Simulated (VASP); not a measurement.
Input of a VASP 6.6.1 run:

INCAR

```
ALGO     = Normal         # electronic algorithm
EDIFF    = 1E-6           # SCF threshold, eV
ENCUT    = 520            # plane-wave cutoff, eV
GGA      = CA             # functional
ISIF     = 2              # what is computed and relaxed
ISMEAR   = -1             # smearing method
LASPH    = True           # aspherical terms in the spheres
LCHARG   = False          # write CHGCAR
LREAL    = False          # projectors in reciprocal space
LWAVE    = False          # write WAVECAR
NBANDS   = 7              # bands
NELM     = 80             # most SCF steps
PREC     = Accurate       # precision mode
SIGMA    = 0.03           # smearing width, eV
```

KPOINTS

```
k-points
0
Gamma
  19 19 19
```

POSCAR

```
Mg
1.0
   -1.4463588895      1.4463588895      1.4463588895
    1.4463588895     -1.4463588895      1.4463588895
    1.4463588895      1.4463588895     -1.4463588895
Mg
1
Direct
    0.0000000000      0.0000000000      0.0000000000
```

Potentials or basis: VASP PAW LDA potentials, release 64 (Mg).

The run is started by

```bash
$ cat potpaw_LDA.64/Mg/POTCAR > POTCAR
$ mpirun -np 1 vasp_std > vasp.out
```

**Question.** What does it give for the band gap on the k mesh?

**Answer.** Zero (band 1 reaches 10.27 eV, above the bottom of band 2 at 6.03 eV).

**Question.** Estimate the pressure.

**Answer.** 70.8 GPa.
